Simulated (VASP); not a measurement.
Pb, 1 atom in the cell. Symmetry: Pm-3m, No. 221, cubic system. The conventional cell has a = 4.348 Å, b = 4.348 Å, c = 4.348 Å, α = 90.00°, β = 90.00°, γ = 90.00°. Within 5.7 Å of Pb (site symmetry m-3m) lie 6 Pb at 4.35 Å. 

- Program: VASP 6.6.1
- Task: single point
- Functional: PBEsol
- Potentials or basis: VASP PAW PBE potentials, release 64 (Pb_d)
- Cutoff: 500 eV
- k mesh: 5 × 5 × 5
- Occupations: methfessel-paxton, width 0.05 eV
- Spin: no spin polarisation
- Dipole correction: no
- Further INCAR settings: ALGO = Normal; EDIFF = 1e-06; NBANDS = 13

Potentials or basis: VASP PAW PBE potentials, release 64 (Pb_d).

The run is started by

```bash
$ cat potpaw_PBE.64/Pb_d/POTCAR > POTCAR
$ mpirun -np 1 vasp_std > vasp.out
```

Hardware: 1 thread of Intel Xeon 8259CL (shared host).

**Question.** How long does it take, and how much memory?

**Answer.** Run time: 12 s on 1 thread of Intel Xeon 8259CL, with other jobs on the host, peak memory 0.17 GiB. Counts: scf iterations 12, k points 10.
